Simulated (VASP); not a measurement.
Runs of VASP 6.6.1 on TaTe. The structure is that of space group F-43m (No. 216), or close to it. The cells are those of the table. 

```csv
level,cell,gap on the mesh (eV),pressure (GPa),moment (μB)
PBE,"a = 4.469 Å, angles 60.0°, 2 atoms",none,(d),(a)
PBE,"a = 4.498 Å, angles 60.0°, 2 atoms",none,-1.2,2.13
PBE,"a = 4.439 Å, angles 60.0°, 2 atoms",none,1.5,(c)
PBE,"a = 4.385 Å, angles 60.0°, 2 atoms",none,4.2,1.87
PBE,"a = 4.571 Å, angles 60.0°, 2 atoms",none,-3.6,2.32
revPBE+D3(BJ),"a = 4.469 Å, angles 60.0°, 2 atoms",none,-2.6,(b)
```

Alike in all rows: task single point; potentials or basis VASP PAW PBE potentials, release 64 (Ta_pv, Te); spin collinear; k mesh 10 × 10 × 10; cutoff (eV) 520; smearing gaussian 0.05 eV.

**Question.** Estimate the missing entries.

**Answer.** (a) 2.07; (b) 2.25; (c) 2.05; (d) 0.0.

Caveats: spin-orbit coupling is left out, which moves the levels of the heavy elements; the cell stands under pressure (at least some runs); the cell stands under tension (at least some runs); three body term missing (at least some runs); the PAW data sets were made with another functional, which shifts forces and pressure a little (at least some runs).

A k mesh can miss the band edges, and the runs leave out spin-orbit coupling on Ta, Te.

A gap of «none» marks levels without a gap at the run's occupations.
